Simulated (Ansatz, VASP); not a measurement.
## SnTe: VASP beside Ansatz

```
Sn Te
1.0
     0.00000    3.15650    3.15650
     3.15650    0.00000    3.15650
     3.15650    3.15650    0.00000
Sn Te
1 1
Direct
  0.00000 0.00000 0.00000
  0.50000 0.50000 0.51680
```

Change from the starting cell: all Te atoms moved +0.075 Å, as atom 2 along Cartesian [1 1 0].

Alike in both runs: task single point; functional PBEsol; k mesh 10 × 10 × 10; occupations gaussian, width 0.03 eV; no spin polarisation.

|  | VASP | Ansatz |
| --- | --- | --- |
| version | VASP 6.6.1 | Ansatz 0.2.0 |
| potentials or method | VASP PAW PBE potentials, release 64 (Sn_d, Te), cutoff 520 eV | scalar-relativistic, plane waves, PAW |
| valence electrons in the cell | 20 | 30 |

Ansatz gave:

- gap on the k mesh at the Fermi level (eV): 0.11
- least direct gap on the mesh (eV): 0.11
- pressure (GPa): -0.5
- traceless stress, the component that is largest in VASP (GPa): -0.05
- rms of the force components (eV/Å): 0.006

Question: Estimate VASP's values.

Answer: gap on the k mesh at the Fermi level (eV): 0.11; least direct gap on the mesh (eV): 0.11; pressure (GPa): -0.5; traceless stress, the component that is largest in VASP (GPa): -0.05; rms of the force components (eV/Å): 0.008.

VASP's potentials were made for PBE, not for PBEsol. Atom by atom the forces differ by 0.002 eV/Å (rms over components). VASP's potentials hold 20 valence electrons a cell and Ansatz's 30, so a difference there can come from the potentials and not from the codes.

Neither program's run includes spin-orbit coupling.
